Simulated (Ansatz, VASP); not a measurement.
# Two plane-wave programs on Ag

```
Ag
1.0
     2.93000    0.00000    0.00000
    -1.46500    2.53745    0.00000
     0.00000    0.00000    4.88580
Ag
2
Direct
  0.33333 0.66667 0.25000
  0.66667 0.33333 0.75000
```

Change from the starting cell: z stretched by +2 %, ions relaxed.

Alike in both runs: functional PBE; k mesh 18 × 18 × 10; occupations fermi-dirac, width 0.05 eV; no spin polarisation.

Ansatz relaxed the structure, and its values are those at the end. VASP's run is a single point on that final structure, the one shown.

|  | VASP | Ansatz |
| --- | --- | --- |
| version | VASP 6.6.1 | Ansatz 0.2.0 |
| potentials or method | VASP PAW PBE potentials, release 64 (Ag) | plane-wave PAW, scalar-relativistic |
| plane-wave cutoff (eV) | 520 | 420 |
| valence electrons in the cell | 22 | 38 |

|  | VASP | Ansatz | Ansatz less VASP |
| --- | --- | --- | --- |
| pressure (GPa) | -1.4 | -1.3 | +0.10 |

VASP's potentials hold 22 valence electrons a cell and Ansatz's 38, so a difference there can come from the potentials and not from the codes. Ansatz's warnings: stress scf threshold loose.
